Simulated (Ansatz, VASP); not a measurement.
# One calculation of Mo, two programs

```xyz
1
Lattice="-1.5647 1.5647 1.5647 1.5647 -1.5647 1.5647 1.5647 1.5647 -1.5647" Properties=species:S:1:pos:R:3 pbc="T T T"
Mo    0.0000    0.0000    0.0000
```

Alike in both runs: task single point; functional PBEsol; k mesh 6 × 6 × 6; occupations gaussian, width 0.1 eV; no spin polarisation.

|  | VASP | Ansatz |
| --- | --- | --- |
| version | VASP 6.6.1 | Ansatz 0.2.0 |
| potentials or method | VASP PAW PBE potentials, release 64 (Mo_sv), cutoff 500 eV | scalar-relativistic, plane waves, PAW |
| valence electrons in the cell | 14 | 14 |

```csv
,VASP,Ansatz,Ansatz less VASP
gap on the k mesh at the Fermi level (eV),none,none,-
pressure (GPa),0.3,-0.2,-0.56
```

VASP's potentials were made for PBE, not for PBEsol, and Ansatz warns of the same on its side. A gap of «none» marks a metal or a gap that the smearing closes.

The k mesh is coarse, so the values compare programs but aren't converged.
